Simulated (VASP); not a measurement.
# Te2Mo (r.Ae) in VASP: single point with PBEsol

Aim: the single point of Te2Mo (r.Ae) with PBEsol.

Everything below comes from runs of VASP 6.6.1. Logs are shortened: lines on timing, memory, paths and dates and some standing lists are left out, and cuts for length are marked.

## 1. The cell of the first run

The cell holds a sheet with vacuum, 3 atoms: a = 3.462 Å, b = 3.462 Å, c = 19.621 Å, α = 90.00°, β = 90.00°, γ = 120.00°.

## 2. Single point, PBEsol

Input file INCAR:

```
ALGO = Normal ; DIPOL = 0.5 0.5 0.500
EDIFF = 1E-6 ; ENCUT = 400
GGA = PS ; GGA_COMPAT = F
IDIPOL = 3 ; ISIF = 2
ISMEAR = 0 ; LASPH = T
LCHARG = F ; LDIPOL = T
LREAL = F ; LWAVE = F
NBANDS = 20 ; NELM = 120
NELMDL = -8 ; PREC = Accurate
SIGMA = 0.03
```

Input file KPOINTS:

```
k-points
0
Gamma
  12 12 1
```

Input file POSCAR:

```
Te2Mo
1.0
    3.4622450116      0.0000000000      0.0000000000
   -1.7311225058      2.9983921342      0.0000000000
    0.0000000000      0.0000000000     19.6206953425
Te Mo
2 1
Direct
    0.6666666667      0.3333333333      0.4077327465
    0.6666666667      0.3333333333      0.5922672535
    0.3333333333      0.6666666667      0.5000000000
```

Potentials or basis: VASP PAW PBE potentials, release 64 (Te, Mo_sv).

Run with:

```console
> cat potpaw_PBE.64/Te/POTCAR potpaw_PBE.64/Mo_sv/POTCAR > POTCAR
> mpirun -np 1 vasp_std > vasp.out
```

OUTCAR:

```text
EDIFF = 1E-6
   ENCUT = 400
   GGA = PS
   ISIF = 2
   ISMEAR = 0
   LASPH = T
   LREAL = F
   NELM = 120
   NELMDL = -8
   PREC = Accurate

 ion  position               nearest neighbor table
   1  0.667  0.333  0.408-   3 2.70   3 2.70   3 2.70   2 3.62
   2  0.667  0.333  0.592-   3 2.70   3 2.70   3 2.70   1 3.62
   3  0.333  0.667  0.500-   1 2.70   2 2.70   1 2.70   2 2.70   1 2.70   2 2.70

  LATTYP: Found a hexagonal cell.
 ALAT       =     3.4622450116
 C/A-ratio  =     5.6670441511

  Lattice vectors:

 A1 = (   3.4622450116,   0.0000000000,   0.0000000000)
 A2 = (  -1.7311225058,   2.9983921342,   0.0000000000)
 A3 = (   0.0000000000,   0.0000000000,  19.6206953425)

Analysis of symmetry for initial positions (statically):
=====================================================================
 Subroutine PRICEL returns:
 Original cell was already a primitive cell.

 Routine SETGRP: Setting up the symmetry group for a
 hexagonal supercell.

 Subroutine GETGRP returns: Found 12 space group operations
 (whereof 12 operations were pure point group operations)
 out of a pool of 24 trial point group operations.

The static configuration has the point symmetry D_3h.

Analysis of symmetry for dynamics (positions and initial velocities):
=====================================================================
 Subroutine PRICEL returns:
 Original cell was already a primitive cell.

 Routine SETGRP: Setting up the symmetry group for a
 hexagonal supercell.

 Subroutine GETGRP returns: Found 12 space group operations
 (whereof 12 operations were pure point group operations)
 out of a pool of 24 trial point group operations.

The dynamic configuration has the point symmetry D_3h.

 Subroutine INISYM returns: Found 12 space group operations
 (whereof 12 operations are pure point group operations),
 and found     1 'primitive' translations

----------------------------------------------------------------------------------------

                                     Primitive cell

  volume of cell :     203.6857

  direct lattice vectors                    reciprocal lattice vectors
     3.462245012  0.000000000  0.000000000     0.288829935  0.166756040  0.000000000
    -1.731122506  2.998392134  0.000000000     0.000000000  0.333512081  0.000000000
     0.000000000  0.000000000 19.620695342     0.000000000  0.000000000  0.050966593

  length of vectors
     3.462245012  3.462245012 19.620695342     0.333512081  0.333512081  0.050966593

  position of ions in fractional coordinates (direct lattice)
     0.666666667  0.333333333  0.407732747
     0.666666667  0.333333333  0.592267253
     0.333333333  0.666666667  0.500000000

  ion indices of the primitive-cell ions
   primitive index   ion index
                 1           1
                 2           2
                 3           3

----------------------------------------------------------------------------------------

 KPOINTS: k-points

Automatic generation of k-mesh.
 Grid dimensions read from file:
 generate k-points for:   12   12    1

 Generating k-lattice:

  Cartesian coordinates                     Fractional coordinates (reciprocal lattice)
     0.024069161  0.013896337  0.000000000     0.083333333  0.000000000  0.000000000
     0.000000000  0.027792673  0.000000000     0.000000000  0.083333333  0.000000000
     0.000000000  0.000000000  0.050966593     0.000000000  0.000000000  1.000000000

  Length of vectors
     0.027792673  0.027792673  0.050966593

  Shift w.r.t. Gamma in fractional coordinates (k-lattice)
     0.000000000  0.000000000  0.000000000

 Subroutine IBZKPT returns following result:
 ===========================================

 Found     19 irreducible k-points:

 Following reciprocal coordinates:
            Coordinates               Weight
  0.000000  0.000000  0.000000      1.000000
  0.083333  0.000000  0.000000      6.000000
  0.166667  0.000000  0.000000      6.000000
  0.250000  0.000000  0.000000      6.000000
  0.333333  0.000000  0.000000      6.000000
  0.416667  0.000000  0.000000      6.000000
[... 11 lines left out ...]
  0.333333  0.250000  0.000000     12.000000
  0.333333  0.333333  0.000000      2.000000
   k-points           NKPTS =     19   k-points in BZ     NKDIM =     19   number of bands    NBANDS=     20
   number of dos      NEDOS =    301   number of ions     NIONS =      3
   total plane-waves  NPLWV =  73728
   dimension x,y,z NGX =    24 NGY =   24 NGZ =  128
   dimension x,y,z NGXF=    48 NGYF=   48 NGZF=  256
   ions per type =               2   1
   NGX,Y,Z   is equivalent  to a cutoff of  11.52, 11.52, 10.85 a.u.
   NGXF,Y,Z  is equivalent  to a cutoff of  23.05, 23.05, 21.69 a.u.
 SYSTEM =  unknown system
   PREC   = accura    normal or accurate (medium, high low for compatibility)
   ISTART =      0    job   : 0-new  1-cont  2-samecut
   ICHARG =      2    charge: 1-file 2-atom 10-const
   ISPIN  =      1    spin polarized calculation?
   LNONCOLLINEAR =      F non collinear calculations
   LSORBIT =      F    spin-orbit coupling
   LASPH  =      T    aspherical Exc in radial PAW
   ENCUT  =  400.0 eV  29.40 Ry    5.42 a.u.   5.65  5.65 32.00*2*pi/ulx,y,z
   NELM   =    120;   NELMIN=  2; NELMDL= -8     # of ELM steps
   EDIFF  = 0.1E-05   stopping-criterion for ELM
   LREAL  =      F    real-space projection
   EDIFFG = 0.1E-04   stopping-criterion for IOM
   NSW    =      0    number of steps for IOM
   IBRION =     -1    ionic relax: 0-MD 1-quasi-New 2-CG
   NFREE  =      0    steps in history (QN), initial steepest desc. (CG)
   ISIF   =      2    stress and relaxation
   ISYM   =      2    0-nonsym 1-usesym 2-fastsym
   POTIM  = 0.5000    time-step for ionic-motion
   TEBEG  =    0.0;   TEEND  =   0.0 temperature during run
   PSTRESS=    0.0 pullay stress
   NELECT =      26.0000    total number of electrons
   NUPDOWN=      -1.0000    fix difference up-down
   EMIN   =  10.00;   EMAX   =-10.00  energy-range for DOS
   EFERMI =   0.00;   METHOD = LEGACY
   ISMEAR =     0;   SIGMA  =   0.03  broadening in eV -4-tet -1-fermi 0-gaus
   EFERMI_NEDOS =   21; number of points for ismear=-14 and -15
   IALGO  =     38    algorithm
   IMIX   =      4    mixing-type and parameters
     AMIX     =   0.40;   BMIX     =  1.00
     AMIX_MAG =   1.60;   BMIX_MAG =  1.00
  volume/ion in A,a.u.               =      67.90       458.18
  Fermi-wavevector in a.u.,A,eV,Ry     =   0.824288  1.557679  9.244492  0.679451
  Thomas-Fermi vector in A             =   1.935947
   LORBIT       =      0    0 simple, 1 ext, 2 COOP (PROOUT), +10 PAW based schemes
   GGA     = PS    functional components
   LHFCALC =     F    Hartree Fock is set to
   AEXX    =    0.0000 exact exchange contribution
   IVDW    =     0    specifies the selected vdW correction
   LEPSILON=     F    determine dielectric tensor
   LRPA    =     F    only Hartree local field effects (RPA)
 non-spin polarized calculation
 Gauss-broadening in eV      SIGMA  =   0.03
  energy-cutoff  :      400.00
  volume of cell :      203.69
 maximum number of plane-waves:      3735
 NGX is ok and might be reduce to    24
   NGX = 11   NGY = 11   NGZ = 63

 number of electron      26.0000006 magnetization

 dipolmoment           0.000000      0.000000      0.000000 electrons x Angstroem

 Free energy of the ion-electron system (eV)
  ---------------------------------------------------
  ext. energy  EPLUGINS =         0.00000000
  ---------------------------------------------------
  free energy    TOTEN  =       -19.60773540 eV

  energy without entropy =      -19.60773540  energy(sigma->0) =      -19.60773540

 E-fermi :   0.1086     XC(G=0):  -4.3639

 val. band max:       -0.2150449784   @ k =   0.3333   0.3333   0.0000
 cond. band min:       1.0586427091   @ k =   0.3333   0.3333   0.0000
 fundamental gap:      1.2736876875
 Fermi energy:         0.1085734555

 k-point     1 :       0.0000    0.0000    0.0000
  band No.  band energies     occupation
      1     -60.7168      2.00000
      2     -34.9540      2.00000
      3     -34.7731      2.00000
      4     -34.7731      2.00000
      5     -13.0961      2.00000
      6     -12.1312      2.00000
[... 12 lines left out ...]
     19       4.4008      0.00000
     20       5.1466      0.00000

 k-point     2 :       0.0833    0.0000    0.0000
  band No.  band energies     occupation
      1     -60.7160      2.00000
      2     -34.9518      2.00000
      3     -34.7838      2.00000
      4     -34.7756      2.00000
      5     -12.9917      2.00000
      6     -12.0580      2.00000
[... 12 lines left out ...]
     19       4.5240      0.00000
     20       5.2871      0.00000

 k-point     3 :       0.1667    0.0000    0.0000
  band No.  band energies     occupation
      1     -60.7137      2.00000
      2     -34.9453      2.00000
      3     -34.8127      2.00000
      4     -34.7822      2.00000
      5     -12.6872      2.00000
      6     -11.8449      2.00000
[... 12 lines left out ...]
     19       4.8795      0.00000
     20       5.6109      0.00000

 k-point     4 :       0.2500    0.0000    0.0000
  band No.  band energies     occupation
      1     -60.7106      2.00000
      2     -34.9364      2.00000
      3     -34.8519      2.00000
      4     -34.7914      2.00000
      5     -12.2131      2.00000
      6     -11.5151      2.00000
[... 314 lines left out ...]
 k-point    18 :       0.3333    0.2500    0.0000
  band No.  band energies     occupation
      1     -60.7032      2.00000
      2     -34.9155      2.00000
      3     -34.9028      2.00000
      4     -34.8542      2.00000
      5     -10.6247      2.00000
      6     -10.4354      2.00000
[... 12 lines left out ...]
     19       5.8314      0.00000
     20       6.9428      0.00000

 k-point    19 :       0.3333    0.3333    0.0000
  band No.  band energies     occupation
      1     -60.7028      2.00000
      2     -34.9143      2.00000
      3     -34.8916      2.00000
      4     -34.8720      2.00000
      5     -10.5108      2.00000
      6     -10.3552      2.00000
[... 12 lines left out ...]
     19       5.0067      0.00000
     20       7.1340      0.00000

------------------------ aborting loop because EDIFF is reached ----------------------------------------

 vacuum level on the upper side and lower side of the slab       (xc-potential included)        -0.115        -0.115

  FORCE on cell =-STRESS in cart. coord.  units (eV):
  Direction    XX          YY          ZZ          XY          YZ          ZX
  --------------------------------------------------------------------------------------
  -------------------------------------------------------------------------------------
  Total        0.6610147      0.6610147      0.2346016      0.0000000      0.0000000      0.0000000
  in kB        5.1994939      5.1994939      1.8453591      0.0000000      0.0000000      0.0000000
  external PRESSURE =       4.0814489 kB  Pullay stress =       0.0000000 kB

 VOLUME and BASIS-vectors are now :
 -----------------------------------------------------------------------------
  energy-cutoff  :      400.00
  volume of cell :      203.69
      direct lattice vectors                 reciprocal lattice vectors
     3.462245012  0.000000000  0.000000000     0.288829935  0.166756040  0.000000000
    -1.731122506  2.998392134  0.000000000     0.000000000  0.333512081  0.000000000
     0.000000000  0.000000000 19.620695342     0.000000000  0.000000000  0.050966593

 POSITION                                       TOTAL-FORCE (eV/Angst)
 -----------------------------------------------------------------------------------
      1.73112      0.99946      8.00000        -0.000000      0.000000     -0.092954
      1.73112      0.99946     11.62070        -0.000000     -0.000000      0.092954
     -0.00000      1.99893      9.81035         0.000000      0.000000     -0.000000
 -----------------------------------------------------------------------------------
    total drift:                                0.000000     -0.000000     -0.000000

  FREE ENERGIE OF THE ION-ELECTRON SYSTEM (eV)
  ---------------------------------------------------
  free  energy   TOTEN  =       -19.6077353990 eV

  energy  without entropy=      -19.6077353990  energy(sigma->0) =      -19.60773540

 vacuum level on the upper side and lower side of the slab         4.614         4.614
```

It took 3 min on 1 thread of Intel Xeon 8259CL, shared host; peak memory 0.28 GiB.

Results:

```
Free energy            : -19.6077 eV
Largest force          : 0.093 eV/Å
Band gap on the k mesh : 1.27 eV, direct
```

Forces on the atoms (eV/Å):
```
Te   0.000  0.000 -0.093
Te   0.000  0.000  0.093
Mo   0.000  0.000  0.000
```

Caveat: the PAW data sets were made with another functional, which shifts forces and pressure a little; spin-orbit coupling is left out, which moves the levels of the heavy elements.
